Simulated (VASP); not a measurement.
# ZnS (F-43m) in VASP: further runs, part 2 of 2

VASP 6.6.1. The steps go on from the part before.

## 5. Single point, PBE+D3(BJ)

This run uses another cell than the first one, of 19.78 Å³/atom, 1.061 times its volume.

Input file INCAR:

```
SYSTEM = ZnS
PREC = Accurate ; ENCUT = 520
EDIFF = 1E-6 ; ISMEAR = 0
SIGMA = 0.05 ; LREAL = .False.
LASPH = .True. ; NELM = 60
ALGO = Normal ; ISIF = 2
LWAVE = .False. ; LCHARG = .False.
GGA = PE ; IVDW = 12
NBANDS = 16
```

Input file KPOINTS:

```
Automatic mesh
0
Gamma
  8 8 8
  0 0 0
```

Input file POSCAR:

```
ZnS
1.0
    0.0000000000      2.7046490548      2.7046490548
    2.7046490548      0.0000000000      2.7046490548
    2.7046490548      2.7046490548      0.0000000000
Zn S
1 1
Direct
    0.0000000000      0.0000000000      0.0000000000
    0.7500000000      0.7500000000      0.7500000000
```

Potentials or basis: VASP PAW PBE potentials, release 64 (Zn, S).

Command:

```console
$ cat potpaw_PBE.64/Zn/POTCAR potpaw_PBE.64/S/POTCAR > POTCAR
$ mpirun -np 1 vasp_std > vasp.out
```

OUTCAR:

```text
SYSTEM = ZnS
   PREC = Accurate
   ENCUT = 520
   EDIFF = 1E-6
   ISMEAR = 0
   LREAL = .False.
   LASPH = .True.
   NELM = 60
   ISIF = 2
   GGA = PE
   IVDW = 12
 IVDW          = 12

 ion  position               nearest neighbor table
   1  0.000  0.000  0.000-   2 2.34   2 2.34   2 2.34   2 2.34
   2  0.750  0.750  0.750-   1 2.34   1 2.34   1 2.34   1 2.34

  LATTYP: Found a face centered cubic cell.
 ALAT       =     5.4092981096

  Lattice vectors:

 A1 = (   0.0000000000,   2.7046490548,   2.7046490548)
 A2 = (   2.7046490548,   0.0000000000,   2.7046490548)
 A3 = (   2.7046490548,   2.7046490548,   0.0000000000)

Analysis of symmetry for initial positions (statically):
=====================================================================
 Subroutine PRICEL returns:
 Original cell was already a primitive cell.

 Routine SETGRP: Setting up the symmetry group for a
 face centered cubic supercell.

 Subroutine GETGRP returns: Found 24 space group operations
 (whereof 24 operations were pure point group operations)
 out of a pool of 48 trial point group operations.

The static configuration has the point symmetry T_d .

Analysis of symmetry for dynamics (positions and initial velocities):
=====================================================================
 Subroutine PRICEL returns:
 Original cell was already a primitive cell.

 Routine SETGRP: Setting up the symmetry group for a
 face centered cubic supercell.

 Subroutine GETGRP returns: Found 24 space group operations
 (whereof 24 operations were pure point group operations)
 out of a pool of 48 trial point group operations.

The dynamic configuration has the point symmetry T_d .

 Subroutine INISYM returns: Found 24 space group operations
 (whereof 24 operations are pure point group operations),
 and found     1 'primitive' translations

----------------------------------------------------------------------------------------

                                     Primitive cell
[... 110 lines left out ...]
     AMIX     =   0.40;   BMIX     =  1.00
     AMIX_MAG =   1.60;   BMIX_MAG =  1.00
  volume/ion in A,a.u.               =      19.78       133.51
  Fermi-wavevector in a.u.,A,eV,Ry     =   1.259055  2.379269 21.568225  1.585220
  Thomas-Fermi vector in A             =   2.392634
   LORBIT       =      0    0 simple, 1 ext, 2 COOP (PROOUT), +10 PAW based schemes
   GGA     = PE    functional components
   LHFCALC =     F    Hartree Fock is set to
   AEXX    =    0.0000 exact exchange contribution
   IVDW    =    12    specifies the selected vdW correction
   LEPSILON=     F    determine dielectric tensor
   LRPA    =     F    only Hartree local field effects (RPA)
 non-spin polarized calculation
 Gauss-broadening in eV      SIGMA  =   0.05
  energy-cutoff  :      520.00
  volume of cell :       39.57
 maximum number of plane-waves:      1090
   NGX = 15   NGY = 15   NGZ = 15

 number of electron      17.9999998 magnetization

 Free energy of the ion-electron system (eV)
  ---------------------------------------------------
  ext. energy  EPLUGINS =         0.00000000
  ---------------------------------------------------
  free energy    TOTEN  =        -6.84828019 eV

  energy without entropy =       -6.84828019  energy(sigma->0) =       -6.84828019

 E-fermi :   2.2849     XC(G=0):  -9.6164

 val. band max:        2.0795523079   @ k =   0.0000   0.0000   0.0000
 cond. band min:       4.1807249802   @ k =   0.0000   0.0000   0.0000
 fundamental gap:      2.1011726723
 Fermi energy:         2.2849113889

 k-point     1 :       0.0000    0.0000    0.0000
  band No.  band energies     occupation
      1     -11.0402      2.00000
      2      -4.2480      2.00000
      3      -4.2480      2.00000
      4      -4.2480      2.00000
      5      -3.7533      2.00000
      6      -3.7533      2.00000
[... 433 lines left out ...]
      3      -4.0644      2.00000
      4      -3.8063      2.00000
      5      -3.7408      2.00000
      6      -3.4851      2.00000
[... 8 lines left out ...]
     15      15.5327      0.00000
     16      16.3265      0.00000

 [... further k-points ...]

------------------------ aborting loop because EDIFF is reached ----------------------------------------

 Edisp (eV)   -0.61438

 E8    (eV) :    -0.2416

  FORCE on cell =-STRESS in cart. coord.  units (eV):
  Direction    XX          YY          ZZ          XY          YZ          ZX
  --------------------------------------------------------------------------------------
  -------------------------------------------------------------------------------------
  Total      -0.29952    -0.29952    -0.29952     0.00000    -0.00000     0.00000
  in kB     -12.12755   -12.12755   -12.12755     0.00000    -0.00000     0.00000
  external pressure =      -12.13 kB  Pullay stress =        0.00 kB

 VOLUME and BASIS-vectors are now :
 -----------------------------------------------------------------------------
  energy-cutoff  :      520.00
  volume of cell :       39.57
      direct lattice vectors                 reciprocal lattice vectors
     0.000000000  2.704649055  2.704649055    -0.184866868  0.184866868  0.184866868
     2.704649055  0.000000000  2.704649055     0.184866868 -0.184866868  0.184866868
     2.704649055  2.704649055  0.000000000     0.184866868  0.184866868 -0.184866868

 POSITION                                       TOTAL-FORCE (eV/Angst)
 -----------------------------------------------------------------------------------
      0.00000      0.00000      0.00000         0.000000     -0.000000      0.000000
      4.05697      4.05697      4.05697        -0.000000      0.000000     -0.000000
 -----------------------------------------------------------------------------------
    total drift:                               -0.000001     -0.000001     -0.000001

  FREE ENERGIE OF THE ION-ELECTRON SYSTEM (eV)
  ---------------------------------------------------
  free  energy   TOTEN  =        -7.4626589300 eV

  energy  without entropy=       -7.4626589300  energy(sigma->0) =       -7.46265893
```

OSZICAR:

```text
N       E                     dE             d eps       ncg     rms          rms(c)
DAV:   1     0.904362598757E+02    0.90436E+02   -0.90545E+03   928   0.135E+03
DAV:   2    -0.122068011716E+01   -0.91657E+02   -0.85893E+02  1048   0.263E+02
DAV:   3    -0.721233432139E+01   -0.59917E+01   -0.59658E+01  1168   0.650E+01
DAV:   4    -0.727480477088E+01   -0.62470E-01   -0.62457E-01  1088   0.684E+00
DAV:   5    -0.727554436213E+01   -0.73959E-03   -0.73956E-03  1216   0.711E-01    0.684E+00
DAV:   6    -0.686883844869E+01    0.40671E+00   -0.73593E-01  1384   0.299E+01    0.535E+00
DAV:   7    -0.684859174761E+01    0.20247E-01   -0.24776E-01  1104   0.448E+00    0.271E+00
DAV:   8    -0.684787103792E+01    0.72071E-03   -0.50907E-03  1192   0.858E-01    0.706E-01
DAV:   9    -0.684811690820E+01   -0.24587E-03   -0.12417E-03  1120   0.282E-01    0.986E-02
DAV:  10    -0.684828971751E+01   -0.17281E-03   -0.24276E-04  1128   0.133E-01    0.501E-02
DAV:  11    -0.684827965951E+01    0.10058E-04   -0.34546E-05  1096   0.740E-02    0.810E-03
DAV:  12    -0.684828019241E+01   -0.53289E-06   -0.39249E-06  1168   0.200E-02
   1 F= -.74626589E+01 E0= -.74626589E+01  d E =-.780099E-11
```

stdout:

```text
POSCAR found type information on POSCAR ZnS
 POSCAR found :  2 types and       2 ions
 scaLAPACK will be used
 LDA part: xc-table for (Slater+PW92), standard interpolation
 POSCAR, INCAR and KPOINTS ok, starting setup
 FFT: planning ... GRIDC
 FFT: planning ... GRID_SOFT
 FFT: planning ... GRID
 WAVECAR not read
 entering main loop
```

It took 18 s on 1 thread of Intel Xeon Platinum 8488C (Sapphire Rapids), shared host; peak memory 0.17 GiB.

Results:

```yaml
Free_energy: -7.4627 eV
Pressure: -1.2 GPa
Band_gap_on_the_k_mesh: 2.10 eV, direct
Dispersion_energy_per_atom: -0.307 eV
```

Levels at points of the mesh, in eV from the valence-band top:
```csv
k point,band 5,band 6,band 7,band 8,band 9,band 10,band 11,band 12,band 13,band 14
"(0.00, 0.00, 0.00)",-5.83,-5.83,0.00,0.00,0.00,2.10,6.40,6.40,6.40,11.76
"(0.50, 0.00, 0.00)",-5.80,-5.63,-5.27,-0.86,-0.86,3.30,6.93,6.93,8.87,12.16
"(0.50, 0.50, 0.00)",-5.76,-5.62,-4.55,-2.21,-2.21,3.41,4.07,10.96,11.95,11.95
```

## 6. Single point, PBE+D3(BJ)

This run uses another cell than the first one, of 19.60 Å³/atom, 1.052 times its volume.

Input file INCAR:

```
SYSTEM = ZnS
PREC = Accurate
ENCUT = 520
EDIFF = 1E-7
ISMEAR = 0
SIGMA = 0.05
LREAL = .FALSE.
LASPH = .TRUE.
NELM = 80
ALGO = Normal
ISIF = 2
LWAVE = .FALSE.
LCHARG = .FALSE.
GGA = PE
IVDW = 12
NBANDS = 16
```

Input file KPOINTS:

```
regular mesh
0
G
  8 8 8
  0 0 0
```

Input file POSCAR:

```
ZnS
1.0
    0.0000000000      2.6963663355      2.6963663355
    2.6963663355      0.0000000000      2.6963663355
    2.6963663355      2.6963663355      0.0000000000
Zn S
1 1
Direct
    0.0000000000      0.0000000000      0.0000000000
    0.7500000000      0.7500000000      0.7500000000
```

Potentials or basis: VASP PAW PBE potentials, release 64 (Zn, S).

Command:

```console
$ cat potpaw_PBE.64/Zn/POTCAR potpaw_PBE.64/S/POTCAR > POTCAR
$ mpirun -np 1 vasp_std > vasp.out
```

It took 21 s on 1 thread of Intel Xeon Platinum 8488C (Sapphire Rapids), shared host; peak memory 0.17 GiB.

Results (log left out):

* Free energy: -7.4646 eV
* Pressure: -0.5 GPa
* Band gap on the k mesh: 2.14 eV, direct
* Dispersion energy per atom: -0.310 eV

Levels at points of the mesh, in eV from the valence-band top:
| k point | band 7 | band 8 | band 9 | band 10 | band 11 | band 12 |
| --- | --- | --- | --- | --- | --- | --- |
| (0.00, 0.00, 0.00) | 0.00 | 0.00 | 0.00 | 2.14 | 6.39 | 6.39 |
| (0.50, 0.00, 0.00) | -5.33 | -0.87 | -0.87 | 3.32 | 6.92 | 6.92 |
| (0.50, 0.50, 0.00) | -4.58 | -2.24 | -2.24 | 3.39 | 4.07 | 11.02 |

## 7. The runs side by side

| cell | gap on the mesh (eV) | pressure (GPa) |
| --- | --- | --- |
| a = 3.750 Å, angles 60.0°, 2 atoms | 2.37 | 3.6 |
| a = 3.801 Å, angles 60.0°, 2 atoms | 2.18 | 0.2 |
| a = 3.776 Å, angles 60.0°, 2 atoms | 2.27 | 1.8 |
| a = 3.825 Å, angles 60.0°, 2 atoms | 2.10 | -1.2 |
| a = 3.813 Å, angles 60.0°, 2 atoms | 2.14 | -0.5 |

Alike in all rows: task single point; level PBE+D3(BJ); potentials or basis VASP PAW PBE potentials, release 64 (Zn, S); no spin polarisation; k mesh 8 × 8 × 8; cutoff (eV) 520; smearing gaussian 0.05 eV.

Absolute energies hang on the potentials; compare differences alone.

## 8. Comparison with measurements

Step 3. Measured gap of ZnS: 3.85 eV (direct; 19 K; quoted in “Electronic, vibrational, and thermodynamic properties of ZnS (zincblende and rocksalt structure)”, 2009, arxiv:0911.5022). This calculation gives 2.18 eV (-1.67 eV). The value is that of PBE+D3(BJ), without temperature or zero-point motion. Semilocal functionals fall short of measured gaps as a rule.

Step 5. Against the measured gap of ZnS, 3.85 eV (direct; 19 K; quoted in “Electronic, vibrational, and thermodynamic properties of ZnS (zincblende and rocksalt structure)”, 2009, arxiv:0911.5022), the calculated 2.10 eV is off by -1.75 eV. The value is that of PBE+D3(BJ), without temperature or zero-point motion. Semilocal functionals fall short of measured gaps as a rule.

Step 6. A measured gap of ZnS is 3.85 eV (direct; 19 K; quoted in “Electronic, vibrational, and thermodynamic properties of ZnS (zincblende and rocksalt structure)”, 2009, arxiv:0911.5022); the calculated 2.14 eV misses it by -1.71 eV. The value is that of PBE+D3(BJ), without temperature or zero-point motion. Semilocal functionals fall short of measured gaps as a rule.
